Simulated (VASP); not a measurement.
# Pb: single point with BLYP

The system is Pb.

```
CELL_PARAMETERS angstrom
3.63314 0.00000 0.00000
-1.81657 3.14639 0.00000
0.00000 0.00000 11.68372
ATOMIC_POSITIONS crystal
Pb 0.00000 0.00000 0.00000
Pb 0.00000 0.00000 0.50000
Pb 0.33333 0.66667 0.25000
Pb 0.66667 0.33333 0.75000
```

This cell differs from its parent crystal: volume scaled by 0.96.

| Item | Value |
| --- | --- |
| Program | VASP 6.6.1 |
| Task | single point |
| Functional | BLYP |
| Potentials or basis | VASP PAW PBE potentials, release 64 (Pb_d) |
| Cutoff | 520 eV |
| k mesh | 13 × 13 × 4 |
| Occupations | fermi-dirac, width 0.1 eV |
| Spin | no spin polarisation |
| Dipole correction | no |
| Further INCAR settings | ALGO = Normal; EDIFF = 1e-07; NBANDS = 36 |

```yaml
Pressure: 1.5 GPa
Band_gap_on_the_k_mesh: zero (band 28 reaches 11.51 eV, above the bottom of band 29 at 5.34 eV)
```

Stress tensor (GPa, compression positive):
```
1.30 0.00 0.00
0.00 1.30 0.00
0.00 0.00 1.96
```

Levels at points of the mesh, in eV from the Fermi level:
```
           k point  band 25  band 26  band 27  band 28  band 29  band 30  band 31  band 32
(0.00, 0.00, 0.00)    -3.67     0.72     0.73     4.70     4.70     5.41     5.41     5.45
(0.00, 0.00, 0.50)    -2.24    -2.24     4.24     4.24     4.90     4.90     4.90     4.90
```

Wall time 2.4 min on 1 thread of Intel(R) Xeon(R) 6975P-C (Granite Rapids), with other jobs on the host, peak memory 0.37 GiB.

Caveat: the PAW data sets were made with another functional, which shifts forces and pressure a little; spin-orbit coupling is left out, which moves the levels of the heavy elements.
